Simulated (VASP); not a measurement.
Runs of VASP 6.6.1 on Ru. The structure is that of space group Pm-3m (No. 221), or close to it. The cells are those of the table. 

| task | cell | k mesh | cutoff (eV) | gap on the mesh (eV) | pressure (GPa) |
| --- | --- | --- | --- | --- | --- |
| relaxation of cell and atoms | relaxed from a = 2.446 Å, 1 atom | 13 × 13 × 13 | 600 | none | -0.1 |
| single point | a = 2.413 Å, 1 atom | 14 × 14 × 14 | 520 | none | 25.6 |
| single point | a = 2.514 Å, 1 atom | 14 × 14 × 14 | 520 | none | -8.4 |
| single point | a = 2.377 Å, 1 atom | 14 × 14 × 14 | 520 | none | 43.3 |
| single point | a = 2.447 Å, 1 atom | 14 × 14 × 14 | 520 | none | (b) |
| single point | a = 2.481 Å, 1 atom | 14 × 14 × 14 | 520 | none | (a) |
| single point | a = 2.545 Å, 1 atom | 14 × 14 × 14 | 520 | none | -15.5 |
| single point | a = 2.577 Å, 1 atom | 14 × 14 × 14 | 520 | none | -21.1 |

Alike in all rows: level PBEsol; potentials or basis VASP PAW PBE potentials, release 64 (Ru_pv); no spin polarisation; smearing fermi-dirac 0.1 eV.

Q: Estimate the missing entries.

A: (a) 0.4; (b) 11.6.

Caveats: the PAW data sets were made with another functional, which shifts forces and pressure a little.

A k mesh can miss the band edges, and the runs leave out spin-orbit coupling on Ru.

A gap of «none» marks levels without a gap at the run's occupations.
